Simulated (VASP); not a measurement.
# Pt (Pm-3n) in VASP: notebook, part 2 of 2

VASP 6.6.1. Earlier steps stand in the parts before.

## 4. Relaxation of cell and atoms, LDA

This run uses another cell than the first one, of 15.09 Å³/atom, 0.986 times its volume.

The input, INCAR:

```
SYSTEM = Pt
PREC = Accurate
ENCUT = 600
EDIFF = 1E-6
ISMEAR = -1
SIGMA = 0.1
LREAL = .False.
LASPH = .True.
NELM = 100
ALGO = Normal
ISIF = 3
LWAVE = .False.
LCHARG = .False.
IBRION = 2
NSW = 80
EDIFFG = -0.01
```

The input, KPOINTS:

```
Automatic mesh
0
Gamma
  5 5 5
  0 0 0
```

The input, POSCAR:

```
Pt
1.0
    4.9427962708      0.0000000000      0.0000000000
    0.0000000000      4.9427962708      0.0000000000
    0.0000000000      0.0000000000      4.9427962708
Pt
8
Direct
    0.0000000000      0.0000000000      0.0000000000
    0.5000000000      0.5000000000      0.5000000000
    0.2500000000      0.0000000000      0.5000000000
    0.7500000000      0.0000000000      0.5000000000
    0.5000000000      0.2500000000      0.0000000000
    0.5000000000      0.7500000000      0.0000000000
    0.0000000000      0.5000000000      0.2500000000
    0.0000000000      0.5000000000      0.7500000000
```

Potentials or basis: VASP PAW LDA potentials, release 64 (Pt).

The run is started by

```bash
cat potpaw_LDA.64/Pt/POTCAR > POTCAR
mpirun -np 1 vasp_std > vasp.out
```

OUTCAR:

```text
SYSTEM = Pt
   PREC = Accurate
   ENCUT = 600
   EDIFF = 1E-6
   ISMEAR = -1
   LREAL = .False.
   LASPH = .True.
   NELM = 100
   ISIF = 3
   IBRION = 2
   NSW = 80
   EDIFFG = -0.01

 ion  position               nearest neighbor table
   1  0.000  0.000  0.000-   3 2.76   4 2.76   5 2.76   6 2.76   7 2.76   8 2.76   3 2.76   4 2.76
                             7 2.76   8 2.76   5 2.76   6 2.76
   2  0.500  0.500  0.500-   3 2.76   4 2.76   5 2.76   6 2.76   7 2.76   8 2.76   5 2.76   6 2.76
                             3 2.76   4 2.76   7 2.76   8 2.76
   3  0.250  0.000  0.500-   4 2.47   4 2.47   1 2.76   1 2.76   2 2.76   2 2.76   8 3.03   7 3.03
                             8 3.03   7 3.03   6 3.03   5 3.03   5 3.03   6 3.03
   4  0.750  0.000  0.500-   3 2.47   3 2.47   1 2.76   1 2.76   2 2.76   2 2.76   8 3.03   7 3.03
                             8 3.03   7 3.03   6 3.03   5 3.03   5 3.03   6 3.03
   5  0.500  0.250  0.000-   6 2.47   6 2.47   1 2.76   2 2.76   2 2.76   1 2.76   8 3.03   7 3.03
                             7 3.03   8 3.03   3 3.03   4 3.03   3 3.03   4 3.03
   6  0.500  0.750  0.000-   5 2.47   5 2.47   1 2.76   2 2.76   2 2.76   1 2.76   8 3.03   7 3.03
                             7 3.03   8 3.03   3 3.03   4 3.03   3 3.03   4 3.03
   7  0.000  0.500  0.250-   8 2.47   8 2.47   1 2.76   2 2.76   1 2.76   2 2.76   3 3.03   4 3.03
                             5 3.03   3 3.03   4 3.03   6 3.03   5 3.03   6 3.03
   8  0.000  0.500  0.750-   7 2.47   7 2.47   1 2.76   2 2.76   1 2.76   2 2.76   3 3.03   4 3.03
                             5 3.03   3 3.03   4 3.03   6 3.03   5 3.03   6 3.03

  LATTYP: Found a simple cubic cell.
 ALAT       =     4.9427962708

  Lattice vectors:

 A1 = (   4.9427962708,   0.0000000000,   0.0000000000)
 A2 = (   0.0000000000,   4.9427962708,   0.0000000000)
 A3 = (   0.0000000000,   0.0000000000,   4.9427962708)

[... 183 lines left out ...]
  in kB       47.1056820     47.1056820     47.1056820      0.0000000     -0.0000000     -0.0000000
  external PRESSURE =      47.1056820 kB  Pullay stress =       0.0000000 kB
[... 29 lines left out ...]
--------------------------------------- Ionic step        2  -------------------------------------------

 number of electron      80.0000015 magnetization

 E-fermi :   9.9162     XC(G=0): -13.2959

 val. band max:        9.9095353040   @ k =   0.4000   0.4000   0.0000
 cond. band min:       9.9257943220   @ k =   0.4000   0.4000   0.0000
 fundamental gap:      0.0162590180
 Fermi energy:         9.9161954335

 k-point     1 :       0.0000    0.0000    0.0000
  band No.  band energies     occupation
      1       0.3540      2.00000
      2       2.9298      2.00000
      3       2.9298      2.00000
      4       4.1259      2.00000
      5       4.2842      2.00000
      6       4.4727      2.00000
[... 540 lines left out ...]
--------------------------------------- Ionic step        3  -------------------------------------------

 number of electron      80.0000013 magnetization

 Free energy of the ion-electron system (eV)
  ---------------------------------------------------
  ext. energy  EPLUGINS =         0.00000000
  ---------------------------------------------------
  free energy    TOTEN  =       -57.81565870 eV

  energy without entropy =      -57.38495302  energy(sigma->0) =      -57.60030586

 E-fermi :  10.7885     XC(G=0): -13.5659

 val. band max:       10.7872525691   @ k =   0.4000   0.4000   0.0000
 cond. band min:      10.7929228778   @ k =   0.4000   0.4000   0.2000
 fundamental gap:      0.0056703088
 Fermi energy:        10.7885067095

 k-point     1 :       0.0000    0.0000    0.0000
  band No.  band energies     occupation
      1       0.7249      2.00000
      2       3.3481      2.00000
      3       3.3481      2.00000
      4       4.6074      2.00000
      5       4.7482      2.00000
      6       4.9160      2.00000
[... 534 lines left out ...]
  FREE ENERGIE OF THE ION-ELECTRON SYSTEM (eV)
  ---------------------------------------------------
  free  energy   TOTEN  =       -57.8156586978 eV

  energy  without entropy=      -57.3849530162  energy(sigma->0) =      -57.60030586

 reached required accuracy - stopping structural energy minimisation
```

Wall time 100 s (1 thread of AMD EPYC 9R14 (Zen 4), shared host); peak memory 0.19 GiB.

What came out:

| Quantity | Value |
| --- | --- |
| Free energy | -57.8157 eV |
| Relaxed volume | 15.35 Å³/atom |
| Relaxed cell | a = 4.970 Å, b = 4.970 Å, c = 4.970 Å, α = 90.00°, β = 90.00°, γ = 90.00° |
| Space group after relaxing (to 0.05 Å) | Pm-3n (No. 223) |
| Energy gained by relaxing | 3.5 meV/atom |
| Ionic steps | 3 |
| Pressure after relaxing | -0.1 GPa |
| Band gap on the k mesh | zero (band 40 reaches 11.00 eV, above the bottom of band 41 at 10.55 eV) |

Step by step:
| step | energy change (eV) | largest force (eV/Å) | pressure (GPa) | volume (Å³) |
| --- | --- | --- | --- | --- |
| 1 | 0.0000 | 0.0000 | 4.71 | 120.76 |
| 2 | 0.1990 | 0.0000 | -11.63 | 128.68 |
| 3 | -0.0283 | 0.0000 | -0.10 | 122.77 |

Final structure:
```
Pt
1.0
     4.97003    0.00000    0.00000
     0.00000    4.97003    0.00000
     0.00000    0.00000    4.97003
Pt
8
Direct
  0.00000 0.00000 0.00000
  0.50000 0.50000 0.50000
  0.25000 0.00000 0.50000
  0.75000 0.00000 0.50000
  0.50000 0.25000 0.00000
  0.50000 0.75000 0.00000
  0.00000 0.50000 0.25000
  0.00000 0.50000 0.75000
```

Caveat: spin-orbit coupling is left out, which moves the levels of the heavy elements.

## 5. Summary

```tsv
task	cell	k mesh	cutoff (eV)	gap on the mesh (eV)	pressure (GPa)
single point	a = 4.965 Å, 8 atoms	5 × 5 × 5	520	none	0.6
single point	a = 4.965 Å, 8 atoms	7 × 7 × 7	520	none	0.5
relaxation of cell and atoms	relaxed from a = 4.943 Å, 8 atoms	5 × 5 × 5	600	none	-0.1
```

Alike in all rows: level LDA; potentials or basis VASP PAW LDA potentials, release 64 (Pt); no spin polarisation; smearing fermi-dirac 0.1 eV.

Caveats: spin-orbit coupling is left out, which moves the levels of the heavy elements.

Absolute energies hang on the potentials; compare differences alone.
